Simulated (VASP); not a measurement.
# SnSe2 (P-3m1) in VASP: notebook

Runs on SnSe2. Level: PBE. Tasks: single point.

Everything below comes from runs of VASP 6.6.1. Logs are shortened: lines on timing, memory, paths and dates and some standing lists are left out, and cuts for length are marked.

## 1. The cell of the first run

It takes space group P-3m1 (No. 164, trigonal). Conventional cell: a = 3.863 Å, b = 3.863 Å, c = 6.600 Å, α = 90.00°, β = 90.00°, γ = 120.00°. Within 3.6 Å of Sn (site symmetry -3m) lie 6 Se at 2.74 Å. Within 3.6 Å of Se (site symmetry 3m) lie 3 Sn at 2.74 Å.

## 2. Single point, PBE (28.43 Å³/atom)

INCAR

```
  PREC = Accurate
  ENCUT = 520
  EDIFF = 1E-6
  ISMEAR = 0
  SIGMA = 0.02
  LREAL = False
  LASPH = True
  NELM = 80
  ALGO = Normal
  ISIF = 2
  LWAVE = False
  LCHARG = False
  GGA = PE
  NBANDS = 20
```

KPOINTS

```
Automatic mesh
0
Gamma
  12 12 4
```

POSCAR

```
SnSe2
1.0
    3.8625241506      0.0000000000      0.0000000000
   -1.9312620753      3.3450440372      0.0000000000
    0.0000000000      0.0000000000      6.6001999472
Sn Se
1 2
Direct
    0.0000000000      0.0000000000      0.0000000000
    0.3333333333      0.6666666667      0.2419371998
    0.6666666667      0.3333333333      0.7580628002
```

Potentials or basis: VASP PAW PBE potentials, release 64 (Sn_d, Se).

Run with:

```sh
$ cat potpaw_PBE.64/Sn_d/POTCAR potpaw_PBE.64/Se/POTCAR > POTCAR
$ mpirun -np 1 vasp_std > vasp.out
```

OUTCAR:

```text
PREC = Accurate
   ENCUT = 520
   EDIFF = 1E-6
   ISMEAR = 0
   LREAL = False
   LASPH = True
   NELM = 80
   ISIF = 2
   GGA = PE

 ion  position               nearest neighbor table
   1  0.000  0.000  0.000-   2 2.74   3 2.74   3 2.74   2 2.74   3 2.74   2 2.74
   2  0.333  0.667  0.242-   1 2.74   1 2.74   1 2.74
   3  0.667  0.333  0.758-   1 2.74   1 2.74   1 2.74

  LATTYP: Found a hexagonal cell.
 ALAT       =     3.8625241506
 C/A-ratio  =     1.7087789461

  Lattice vectors:

 A1 = (   3.8625241506,   0.0000000000,   0.0000000000)
 A2 = (  -1.9312620753,   3.3450440372,   0.0000000000)
 A3 = (   0.0000000000,   0.0000000000,   6.6001999472)

Analysis of symmetry for initial positions (statically):
=====================================================================
 Subroutine PRICEL returns:
 Original cell was already a primitive cell.

 Routine SETGRP: Setting up the symmetry group for a
 hexagonal supercell.

 Subroutine GETGRP returns: Found 12 space group operations
 (whereof 12 operations were pure point group operations)
 out of a pool of 24 trial point group operations.

The static configuration has the point symmetry D_3d.

Analysis of symmetry for dynamics (positions and initial velocities):
=====================================================================
 Subroutine PRICEL returns:
 Original cell was already a primitive cell.

 Routine SETGRP: Setting up the symmetry group for a
 hexagonal supercell.

 Subroutine GETGRP returns: Found 12 space group operations
 (whereof 12 operations were pure point group operations)
 out of a pool of 24 trial point group operations.

The dynamic configuration has the point symmetry D_3d.

 Subroutine INISYM returns: Found 12 space group operations
 (whereof 12 operations are pure point group operations),
 and found     1 'primitive' translations

----------------------------------------------------------------------------------------

                                     Primitive cell

  volume of cell :      85.2767

  direct lattice vectors                    reciprocal lattice vectors
     3.862524151  0.000000000  0.000000000     0.258898058  0.149474863  0.000000000
    -1.931262075  3.345044037  0.000000000     0.000000000  0.298949726  0.000000000
     0.000000000  0.000000000  6.600199947     0.000000000  0.000000000  0.151510561

  length of vectors
     3.862524151  3.862524151  6.600199947     0.298949726  0.298949726  0.151510561

  position of ions in fractional coordinates (direct lattice)
     0.000000000  0.000000000  0.000000000
     0.333333333  0.666666667  0.241937200
     0.666666667  0.333333333  0.758062800

  ion indices of the primitive-cell ions
   primitive index   ion index
                 1           1
                 2           2
                 3           3

----------------------------------------------------------------------------------------

 KPOINTS: Automatic mesh

Automatic generation of k-mesh.
 Grid dimensions read from file:
 generate k-points for:   12   12    4

 Generating k-lattice:

  Cartesian coordinates                     Fractional coordinates (reciprocal lattice)
     0.021574838  0.012456239  0.000000000     0.083333333  0.000000000  0.000000000
     0.000000000  0.024912477  0.000000000     0.000000000  0.083333333  0.000000000
     0.000000000  0.000000000  0.037877640     0.000000000  0.000000000  0.250000000

  Length of vectors
     0.024912477  0.024912477  0.037877640

  Shift w.r.t. Gamma in fractional coordinates (k-lattice)
     0.000000000  0.000000000  0.000000000

 Subroutine IBZKPT returns following result:
 ===========================================

 Found     69 irreducible k-points:

 Following reciprocal coordinates:
            Coordinates               Weight
  0.000000  0.000000  0.000000      1.000000
  0.083333  0.000000  0.000000      6.000000
  0.166667  0.000000  0.000000      6.000000
  0.250000  0.000000  0.000000      6.000000
  0.333333 -0.000000  0.000000      6.000000
  0.416667  0.000000  0.000000      6.000000
[... 16 lines left out ...]
  0.166667  0.000000  0.250000      6.000000
  0.000000  0.166667  0.250000      6.000000
 [... further k-points ...]
   k-points           NKPTS =     69   k-points in BZ     NKDIM =     69   number of bands    NBANDS=     20
   number of dos      NEDOS =    301   number of ions     NIONS =      3
   total plane-waves  NPLWV =  45000
   dimension x,y,z NGX =    30 NGY =   30 NGZ =   50
   dimension x,y,z NGXF=    60 NGYF=   60 NGZF=  100
   ions per type =               1   2
   NGX,Y,Z   is equivalent  to a cutoff of  12.91, 12.91, 12.59 a.u.
   NGXF,Y,Z  is equivalent  to a cutoff of  25.82, 25.82, 25.19 a.u.
 SYSTEM =  unknown system
   PREC   = accura    normal or accurate (medium, high low for compatibility)
   ISTART =      0    job   : 0-new  1-cont  2-samecut
   ICHARG =      2    charge: 1-file 2-atom 10-const
   ISPIN  =      1    spin polarized calculation?
   LNONCOLLINEAR =      F non collinear calculations
   LSORBIT =      F    spin-orbit coupling
   LASPH  =      T    aspherical Exc in radial PAW
   ENCUT  =  520.0 eV  38.22 Ry    6.18 a.u.   7.18  7.18 12.27*2*pi/ulx,y,z
   NELM   =     80;   NELMIN=  2; NELMDL= -5     # of ELM steps
   EDIFF  = 0.1E-05   stopping-criterion for ELM
   LREAL  =      F    real-space projection
   EDIFFG = 0.1E-04   stopping-criterion for IOM
   NSW    =      0    number of steps for IOM
   IBRION =     -1    ionic relax: 0-MD 1-quasi-New 2-CG
   NFREE  =      0    steps in history (QN), initial steepest desc. (CG)
   ISIF   =      2    stress and relaxation
   ISYM   =      2    0-nonsym 1-usesym 2-fastsym
   POTIM  = 0.5000    time-step for ionic-motion
   TEBEG  =    0.0;   TEEND  =   0.0 temperature during run
   PSTRESS=    0.0 pullay stress
   NELECT =      26.0000    total number of electrons
   NUPDOWN=      -1.0000    fix difference up-down
   EMIN   =  10.00;   EMAX   =-10.00  energy-range for DOS
   EFERMI =   0.00;   METHOD = LEGACY
   ISMEAR =     0;   SIGMA  =   0.02  broadening in eV -4-tet -1-fermi 0-gaus
   EFERMI_NEDOS =   21; number of points for ismear=-14 and -15
   IALGO  =     38    algorithm
   IMIX   =      4    mixing-type and parameters
     AMIX     =   0.40;   BMIX     =  1.00
     AMIX_MAG =   1.60;   BMIX_MAG =  1.00
  volume/ion in A,a.u.               =      28.43       191.83
  Fermi-wavevector in a.u.,A,eV,Ry     =   1.101850  2.082195 16.518479  1.214074
  Thomas-Fermi vector in A             =   2.238284
   LORBIT       =      0    0 simple, 1 ext, 2 COOP (PROOUT), +10 PAW based schemes
   GGA     = PE    functional components
   LHFCALC =     F    Hartree Fock is set to
   AEXX    =    0.0000 exact exchange contribution
   IVDW    =     0    specifies the selected vdW correction
   LEPSILON=     F    determine dielectric tensor
   LRPA    =     F    only Hartree local field effects (RPA)
 non-spin polarized calculation
 Gauss-broadening in eV      SIGMA  =   0.02
  energy-cutoff  :      520.00
  volume of cell :       85.28
 maximum number of plane-waves:      2315
 NGX is ok and might be reduce to    30
   NGX = 15   NGY = 15   NGZ = 25

 number of electron      25.9999995 magnetization

 Free energy of the ion-electron system (eV)
  ---------------------------------------------------
  ext. energy  EPLUGINS =         0.00000000
  ---------------------------------------------------
  free energy    TOTEN  =       -11.86918159 eV

  energy without entropy =      -11.86918159  energy(sigma->0) =      -11.86918159

 E-fermi :   3.2203     XC(G=0):  -8.9602

 val. band max:        3.1177009808   @ k =   0.1667   0.0000   0.0000
 cond. band min:       3.7958133617   @ k =   0.5000   0.0000   0.5000
 fundamental gap:      0.6781123809
 Fermi energy:         3.2203336024

 k-point     1 :       0.0000    0.0000    0.0000
  band No.  band energies     occupation
      1     -18.0209      2.00000
      2     -18.0209      2.00000
      3     -17.9877      2.00000
      4     -17.9782      2.00000
      5     -17.9782      2.00000
      6     -10.3189      2.00000
[... 12 lines left out ...]
     19      12.0746      0.00000
     20      12.0752      0.00000

 k-point     2 :       0.0833    0.0000    0.0000
  band No.  band energies     occupation
      1     -18.0232      2.00000
      2     -18.0185      2.00000
      3     -17.9861      2.00000
      4     -17.9798      2.00000
      5     -17.9781      2.00000
      6     -10.2550      2.00000
[... 12 lines left out ...]
     19      11.3822      0.00000
     20      12.1855      0.00000

 k-point     3 :       0.1667    0.0000    0.0000
  band No.  band energies     occupation
      1     -18.0302      2.00000
      2     -18.0125      2.00000
      3     -17.9850      2.00000
      4     -17.9801      2.00000
      5     -17.9773      2.00000
      6     -10.0681      2.00000
[... 12 lines left out ...]
     19      11.4689      0.00000
     20      12.1179      0.00000

 k-point     4 :       0.2500    0.0000    0.0000
  band No.  band energies     occupation
      1     -18.0408      2.00000
      2     -18.0061      2.00000
      3     -17.9899      2.00000
      4     -17.9745      2.00000
      5     -17.9731      2.00000
      6      -9.7748      2.00000
[... 12 lines left out ...]
     19      11.5263      0.00000
     20      12.1410      0.00000

 k-point     5 :       0.3333   -0.0000    0.0000
  band No.  band energies     occupation
      1     -18.0522      2.00000
      2     -18.0022      2.00000
      3     -17.9944      2.00000
      4     -17.9691      2.00000
      5     -17.9656      2.00000
      6      -9.4114      2.00000
[... 12 lines left out ...]
     19      11.9647      0.00000
     20      12.4340      0.00000
[... 353 lines left out ...]
      6     -10.2097      2.00000
[... 12 lines left out ...]
     19      11.1999      0.00000
     20      12.1186      0.00000

 k-point    22 :       0.0000    0.0833    0.2500
  band No.  band energies     occupation
      1     -18.0232      2.00000
      2     -18.0185      2.00000
      3     -17.9860      2.00000
      4     -17.9798      2.00000
      5     -17.9781      2.00000
      6     -10.2097      2.00000
[... 12 lines left out ...]
     19      11.3460      0.00000
     20      11.9400      0.00000

 k-point    23 :       0.1667    0.0000    0.2500
  band No.  band energies     occupation
      1     -18.0302      2.00000
      2     -18.0125      2.00000
      3     -17.9850      2.00000
      4     -17.9801      2.00000
      5     -17.9773      2.00000
      6     -10.0238      2.00000
[... 12 lines left out ...]
     19      11.3633      0.00000
     20      12.2058      0.00000

 k-point    24 :       0.0000    0.1667    0.2500
  band No.  band energies     occupation
      1     -18.0302      2.00000
      2     -18.0125      2.00000
      3     -17.9850      2.00000
      4     -17.9801      2.00000
      5     -17.9773      2.00000
      6     -10.0237      2.00000
[... 12 lines left out ...]
     19      11.2718      0.00000
     20      11.8496      0.00000

 [... further k-points ...]
[... 5 lines left out ...]
  --------------------------------------------------------------------------------------
  -------------------------------------------------------------------------------------
  Total        0.2636489      0.2636489      0.1984457      0.0000000     -0.0000000      0.0000000
  in kB        4.9534335      4.9534335      3.7283963      0.0000000     -0.0000000      0.0000000
  external PRESSURE =       4.5450878 kB  Pullay stress =       0.0000000 kB

 VOLUME and BASIS-vectors are now :
 -----------------------------------------------------------------------------
  energy-cutoff  :      520.00
  volume of cell :       85.28
      direct lattice vectors                 reciprocal lattice vectors
     3.862524151  0.000000000  0.000000000     0.258898058  0.149474863  0.000000000
    -1.931262075  3.345044037  0.000000000     0.000000000  0.298949726  0.000000000
     0.000000000  0.000000000  6.600199947     0.000000000  0.000000000  0.151510561

 POSITION                                       TOTAL-FORCE (eV/Angst)
 -----------------------------------------------------------------------------------
      0.00000      0.00000      0.00000         0.000000      0.000000      0.000000
     -0.00000      2.23003      1.59683         0.000000     -0.000000      0.006327
      1.93126      1.11501      5.00337        -0.000000      0.000000     -0.006327
 -----------------------------------------------------------------------------------
    total drift:                                0.000000      0.000000      0.000000

  FREE ENERGIE OF THE ION-ELECTRON SYSTEM (eV)
  ---------------------------------------------------
  free  energy   TOTEN  =       -11.8691815916 eV

  energy  without entropy=      -11.8691815916  energy(sigma->0) =      -11.86918159
```

Run time: 48 s. Hardware: 1 thread of Intel Xeon 6975P-C (Granite Rapids), shared host; peak memory 0.26 GiB.

Results:

* Free energy: -11.8692 eV
* Pressure: 0.5 GPa
* Largest force: 0.006 eV/Å
* Band gap on the k mesh: 0.68 eV (least direct gap 1.12 eV)

Forces on the atoms (eV/Å):
```
Sn   0.000  0.000  0.000
Se   0.000  0.000  0.006
Se   0.000  0.000 -0.006
```

Stress tensor (GPa, compression positive):
```
0.50 0.00 0.00
0.00 0.50 0.00
0.00 0.00 0.37
```

Caveat: spin-orbit coupling is left out, which moves the levels of the heavy elements; this functional lacks dispersion, which binds the layers, so the pressure and a relaxed spacing across them are unreliable. A k mesh can miss the band edges.

[end of part 1 of 3]
